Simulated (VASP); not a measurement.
# Ag (I4/mmm) in VASP: further runs, part 2 of 2

VASP 6.6.1. The steps go on from the part before.

## (3) Single point, PBEsol (strain -0.0750 x Voigt [0, 1, 0, 0, 0, 0])

INCAR reads:

```
PREC = Accurate
ENCUT = 520
EDIFF = 1E-6
ISMEAR = 0
SIGMA = 0.15
LREAL = F
LASPH = T
NELM = 100
ALGO = Fast
ISIF = 2
LWAVE = F
LCHARG = F
GGA = PS
NBANDS = 12
```

KPOINTS reads:

```
Automatic mesh
0
Gamma
  26 26 26
```

POSCAR reads:

```
Ag
1.0
   -1.6125573276      1.4916155280      1.6125573276
    1.6125573276     -1.4916155280      1.6125573276
    1.6125573276      1.4916155280     -1.6125573276
Ag
1
Direct
    0.0000000000      0.0000000000      0.0000000000
```

Potentials or basis: VASP PAW PBE potentials, release 64 (Ag).

Command:

```bash
cat potpaw_PBE.64/Ag/POTCAR > POTCAR
mpirun -np 1 vasp_std > vasp.out
```

OUTCAR:

```text
PREC = Accurate
   ENCUT = 520
   EDIFF = 1E-6
   ISMEAR = 0
   LREAL = F
   LASPH = T
   NELM = 100
   ISIF = 2
   GGA = PS

 ion  position               nearest neighbor table
   1  0.000  0.000  0.000-

  LATTYP: Found a body centered tetragonal cell.
 ALAT       =     3.2251146552
 C/A-ratio  =     0.9250000000

  Lattice vectors:

 A1 = (  -1.6125573276,  -1.4916155280,   1.6125573276)
 A2 = (   1.6125573276,  -1.4916155280,  -1.6125573276)
 A3 = (   1.6125573276,   1.4916155280,   1.6125573276)

Analysis of symmetry for initial positions (statically):
=====================================================================
 Subroutine PRICEL returns:
 Original cell was already a primitive cell.

 Routine SETGRP: Setting up the symmetry group for a
 body centered tetragonal supercell.

 Subroutine GETGRP returns: Found 16 space group operations
 (whereof 16 operations were pure point group operations)
 out of a pool of 16 trial point group operations.

The static configuration has the point symmetry D_4h.

Analysis of symmetry for dynamics (positions and initial velocities):
=====================================================================
 Subroutine PRICEL returns:
 Original cell was already a primitive cell.

 Routine SETGRP: Setting up the symmetry group for a
 body centered tetragonal supercell.

 Subroutine GETGRP returns: Found 16 space group operations
 (whereof 16 operations were pure point group operations)
 out of a pool of 16 trial point group operations.

The dynamic configuration has the point symmetry D_4h.

 Subroutine INISYM returns: Found 16 space group operations
 (whereof 16 operations are pure point group operations),
 and found     1 'primitive' translations

----------------------------------------------------------------------------------------

                                     Primitive cell

  volume of cell :      15.5148

  direct lattice vectors                    reciprocal lattice vectors
    -1.612557328  1.491615528  1.612557328     0.000000000  0.335207023  0.310066496
     1.612557328 -1.491615528  1.612557328     0.310066496  0.000000000  0.310066496
     1.612557328  1.491615528 -1.612557328     0.310066496  0.335207023  0.000000000

  length of vectors
     2.724995257  2.724995257  2.724995257     0.456623455  0.438500244  0.456623455

  position of ions in fractional coordinates (direct lattice)
     0.000000000  0.000000000  0.000000000

  ion indices of the primitive-cell ions
   primitive index   ion index
                 1           1

----------------------------------------------------------------------------------------

 KPOINTS: Automatic mesh

Automatic generation of k-mesh.
 Grid dimensions read from file:
 generate k-points for:   26   26   26

 Generating k-lattice:

  Cartesian coordinates                     Fractional coordinates (reciprocal lattice)
     0.000000000  0.012892578  0.011925634     0.038461538 -0.000000000  0.000000000
     0.011925634  0.000000000  0.011925634     0.000000000  0.038461538  0.000000000
     0.011925634  0.012892578  0.000000000     0.000000000 -0.000000000  0.038461538

  Length of vectors
     0.017562441  0.016865394  0.017562441

  Shift w.r.t. Gamma in fractional coordinates (k-lattice)
     0.000000000  0.000000000  0.000000000

 Subroutine IBZKPT returns following result:
 ===========================================

 Found   1330 irreducible k-points:

 Following reciprocal coordinates:
            Coordinates               Weight
  0.000000  0.000000  0.000000      1.000000
  0.038462  0.000000 -0.000000      8.000000
  0.076923  0.000000 -0.000000      8.000000
  0.115385  0.000000  0.000000      8.000000
  0.153846  0.000000 -0.000000      8.000000
  0.192308  0.000000 -0.000000      8.000000
[... 16 lines left out ...]
  0.307692  0.038462 -0.000000     16.000000
  0.346154  0.038462 -0.000000     16.000000
 [... further k-points ...]
   k-points           NKPTS =   1330   k-points in BZ     NKDIM =   1330   number of bands    NBANDS=     12
   number of dos      NEDOS =    301   number of ions     NIONS =      1
   total plane-waves  NPLWV =   8000
   dimension x,y,z NGX =    20 NGY =   20 NGZ =   20
   dimension x,y,z NGXF=    40 NGYF=   40 NGZF=   40
   ions per type =               1
   NGX,Y,Z   is equivalent  to a cutoff of  12.20, 12.20, 12.20 a.u.
   NGXF,Y,Z  is equivalent  to a cutoff of  24.40, 24.40, 24.40 a.u.
 SYSTEM =  unknown system
   PREC   = accura    normal or accurate (medium, high low for compatibility)
   ISTART =      0    job   : 0-new  1-cont  2-samecut
   ICHARG =      2    charge: 1-file 2-atom 10-const
   ISPIN  =      1    spin polarized calculation?
   LNONCOLLINEAR =      F non collinear calculations
   LSORBIT =      F    spin-orbit coupling
   LASPH  =      T    aspherical Exc in radial PAW
   ENCUT  =  520.0 eV  38.22 Ry    6.18 a.u.   5.07  5.07  5.07*2*pi/ulx,y,z
   NELM   =    100;   NELMIN=  2; NELMDL= -5     # of ELM steps
   EDIFF  = 0.1E-05   stopping-criterion for ELM
   LREAL  =      F    real-space projection
   EDIFFG = 0.1E-04   stopping-criterion for IOM
   NSW    =      0    number of steps for IOM
   IBRION =     -1    ionic relax: 0-MD 1-quasi-New 2-CG
   NFREE  =      0    steps in history (QN), initial steepest desc. (CG)
   ISIF   =      2    stress and relaxation
   ISYM   =      2    0-nonsym 1-usesym 2-fastsym
   POTIM  = 0.5000    time-step for ionic-motion
   TEBEG  =    0.0;   TEEND  =   0.0 temperature during run
   PSTRESS=    0.0 pullay stress
   NELECT =      11.0000    total number of electrons
   NUPDOWN=      -1.0000    fix difference up-down
   EMIN   =  10.00;   EMAX   =-10.00  energy-range for DOS
   EFERMI =   0.00;   METHOD = LEGACY
   ISMEAR =     0;   SIGMA  =   0.15  broadening in eV -4-tet -1-fermi 0-gaus
   EFERMI_NEDOS =   21; number of points for ismear=-14 and -15
   IALGO  =     68    algorithm
   IMIX   =      4    mixing-type and parameters
     AMIX     =   0.40;   BMIX     =  1.00
     AMIX_MAG =   1.60;   BMIX_MAG =  1.00
  volume/ion in A,a.u.               =      15.51       104.70
  Fermi-wavevector in a.u.,A,eV,Ry     =   1.459789  2.758601 28.993783  2.130983
  Thomas-Fermi vector in A             =   2.576315
   LORBIT       =      0    0 simple, 1 ext, 2 COOP (PROOUT), +10 PAW based schemes
   GGA     = PS    functional components
   LHFCALC =     F    Hartree Fock is set to
   AEXX    =    0.0000 exact exchange contribution
   IVDW    =     0    specifies the selected vdW correction
   LEPSILON=     F    determine dielectric tensor
   LRPA    =     F    only Hartree local field effects (RPA)
 non-spin polarized calculation
 RMM-DIIS sequential band-by-band and
 Gauss-broadening in eV      SIGMA  =   0.15
  energy-cutoff  :      520.00
  volume of cell :       15.51
 maximum number of plane-waves:       430
   NGX = 11   NGY = 11   NGZ = 11

 number of electron      10.9999996 magnetization

 Free energy of the ion-electron system (eV)
  ---------------------------------------------------
  ext. energy  EPLUGINS =         0.00000000
  ---------------------------------------------------
  free energy    TOTEN  =        -3.23559372 eV

  energy without entropy =       -3.23182378  energy(sigma->0) =       -3.23370875

 E-fermi :   9.6466     XC(G=0): -12.9841

 val. band max:        9.6454512559   @ k =   0.5000   0.1923   0.1154
 cond. band min:       9.6542132387   @ k =   0.3462   0.1154   0.0385
 fundamental gap:      0.0087619828
 Fermi energy:         9.6465758437

 k-point     1 :       0.0000    0.0000    0.0000
  band No.  band energies     occupation
      1       1.0654      2.00000
      2       4.0675      2.00000
      3       4.5180      2.00000
      4       4.5180      2.00000
      5       5.6081      2.00000
      6       6.1296      2.00000
      7      27.3514      0.00000
      8      27.3514      0.00000
      9      28.9643      0.00000
     10      34.9426      0.00000
     11      35.0221      0.00000
     12      35.0297      0.00000
[... 331 lines left out ...]
 k-point    24 :       0.3462    0.0385   -0.0000
  band No.  band energies     occupation
      1       2.7681      2.00000
      2       3.4377      2.00000
      3       5.8581      2.00000
      4       6.0142      2.00000
      5       6.3662      2.00000
      6       7.2266      2.00000
      7      18.2452      0.00000
      8      23.6225      0.00000
      9      25.4190      0.00000
     10      30.1814      0.00000
     11      31.6982      0.00000
     12      36.2550      0.00000

 [... further k-points ...]
[... 5 lines left out ...]
  --------------------------------------------------------------------------------------
  -------------------------------------------------------------------------------------
  Total        1.0800280      1.0740885      1.0800280     -0.0000000      0.0000000      0.0000000
  in kB      111.5317206    110.9183637    111.5317206     -0.0000000      0.0000000      0.0000000
  external PRESSURE =     111.3272683 kB  Pullay stress =       0.0000000 kB

 VOLUME and BASIS-vectors are now :
 -----------------------------------------------------------------------------
  energy-cutoff  :      520.00
  volume of cell :       15.51
      direct lattice vectors                 reciprocal lattice vectors
    -1.612557328  1.491615528  1.612557328     0.000000000  0.335207023  0.310066496
     1.612557328 -1.491615528  1.612557328     0.310066496  0.000000000  0.310066496
     1.612557328  1.491615528 -1.612557328     0.310066496  0.335207023  0.000000000

 POSITION                                       TOTAL-FORCE (eV/Angst)
 -----------------------------------------------------------------------------------
      0.00000      0.00000      0.00000         0.000000      0.000000      0.000000
 -----------------------------------------------------------------------------------
    total drift:                                0.000000     -0.000000      0.000000

  FREE ENERGIE OF THE ION-ELECTRON SYSTEM (eV)
  ---------------------------------------------------
  free  energy   TOTEN  =        -3.2355937224 eV

  energy  without entropy=       -3.2318237832  energy(sigma->0) =       -3.23370875
```

OSZICAR:

```text
N       E                     dE             d eps       ncg     rms          rms(c)
DAV:   1     0.519877191866E+02    0.51988E+02   -0.55290E+03 32208   0.839E+02
DAV:   2    -0.277487031454E+01   -0.54763E+02   -0.51959E+02 37500   0.199E+02
DAV:   3    -0.361373937514E+01   -0.83887E+00   -0.83836E+00 37000   0.256E+01
DAV:   4    -0.361614013196E+01   -0.24008E-02   -0.24007E-02 36432   0.144E+00
DAV:   5    -0.361615669300E+01   -0.16561E-04   -0.16561E-04 36800   0.106E-01    0.710E+00
RMM:   6    -0.325550223843E+01    0.36065E+00   -0.48795E-01 32715   0.636E+00    0.411E+00
RMM:   7    -0.324066277794E+01    0.14839E-01   -0.13471E-02 36199   0.130E+00    0.229E+00
RMM:   8    -0.323560261912E+01    0.50602E-02   -0.14068E-03 37756   0.384E-01    0.230E-01
RMM:   9    -0.323559592612E+01    0.66930E-05   -0.17747E-04 40051   0.117E-01    0.733E-02
RMM:  10    -0.323559379322E+01    0.21329E-05   -0.32645E-05 40229   0.458E-02    0.383E-02
RMM:  11    -0.323559372236E+01    0.70853E-07   -0.83971E-06 34899   0.175E-02
   1 F= -.32355937E+01 E0= -.32337088E+01  d E =-.376994E-02
```

Wall time 1.7 min (1 thread of Intel Xeon Platinum 8375C at 2.90GHz (Ice Lake), shared host); peak memory 0.33 GiB.

What came out:

```yaml
Free_energy: -3.2356 eV
Pressure: 11.1 GPa
```

Levels at points of the mesh, in eV from the Fermi level:
| k point | band 4 | band 5 | band 6 | band 7 | band 8 | band 9 |
| --- | --- | --- | --- | --- | --- | --- |
| (0.00, 0.00, 0.00) | -5.13 | -4.04 | -3.52 | 17.70 | 17.70 | 19.32 |
| (0.50, 0.00, 0.00) | -3.32 | -2.52 | -0.20 | 5.03 | 13.23 | 14.69 |
| (0.00, 0.50, 0.00) | -3.72 | -2.58 | -0.73 | 4.18 | 14.44 | 16.67 |
| (0.50, 0.50, 0.50) | -2.86 | -2.73 | 6.32 | 6.32 | 8.80 | 13.37 |

Caveat: the cell differs from its parent crystal (strain -0.0750 x Voigt [0, 1, 0, 0, 0, 0]); the PAW data sets were made with another functional, which shifts forces and pressure a little.
